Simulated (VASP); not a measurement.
A run of VASP 6.6.1 is set up as follows.

INCAR

```
SYSTEM = ScAl3As4
  ALGO = Normal
  EDIFF = 1E-6
  EDIFFG = -0.025
  ENCUT = 600
  GGA = PE
  IBRION = 2
  ISIF = 3
  ISMEAR = 0
  LASPH = .TRUE.
  LCHARG = .FALSE.
  LREAL = .FALSE.
  LWAVE = .FALSE.
  NELM = 100
  NSW = 80
  PREC = Accurate
  SIGMA = 0.1
```

File KPOINTS:

```
k-points
0
G
  6 6 1
  0 0 0
```

Contents of POSCAR:

```
ScAl3As4
1.0
    3.9579393057     -0.0512882364     -0.0216077859
   -2.0233865685      3.5647993769     -0.0157503496
   -0.0722957248     -0.1025901426     13.4409506061
Sc Al As
1 3 4
Direct
    0.9892328192     -0.0278346364      0.0792707370
   -0.0018771964      0.0234791669      0.3083139285
    0.6860396494      0.3606636436      0.5785836390
    0.3522459602      0.6489627610      0.8016435880
    0.6479531061      0.2853793857      0.2368736693
    0.9887556320     -0.0146113514      0.5199083856
    0.6828936361      0.3591581748      0.7434252888
    0.3214230600      0.6981361892      0.9949807640
```

Potentials or basis: VASP PAW PBE potentials, release 64 (Sc_sv, Al, As).

Command:

```sh
$ cat potpaw_PBE.64/Sc_sv/POTCAR potpaw_PBE.64/Al/POTCAR potpaw_PBE.64/As/POTCAR > POTCAR
$ mpirun -np 1 vasp_std > vasp.out
```

Q: Estimate the relaxed cell.

A: a = 4.016 Å, b = 4.014 Å, c = 13.401 Å, α = 89.99°, β = 90.18°, γ = 120.02°.

Q: What does it give for the space group after relaxing (to 0.1 Å)?

A: Cm (No. 8).

Forces in eV/Å, atoms in the order of the input:
```
Sc   0.013  0.000 -0.003
Al   0.005  0.010  0.000
Al   0.004 -0.021  0.001
Al  -0.024 -0.002  0.002
As   0.006  0.013 -0.002
As   0.001 -0.003 -0.002
As  -0.018 -0.001  0.014
As   0.012  0.003 -0.011
```

Caveat: the k points lie up to 0.47 Å⁻¹ apart in the final cell.
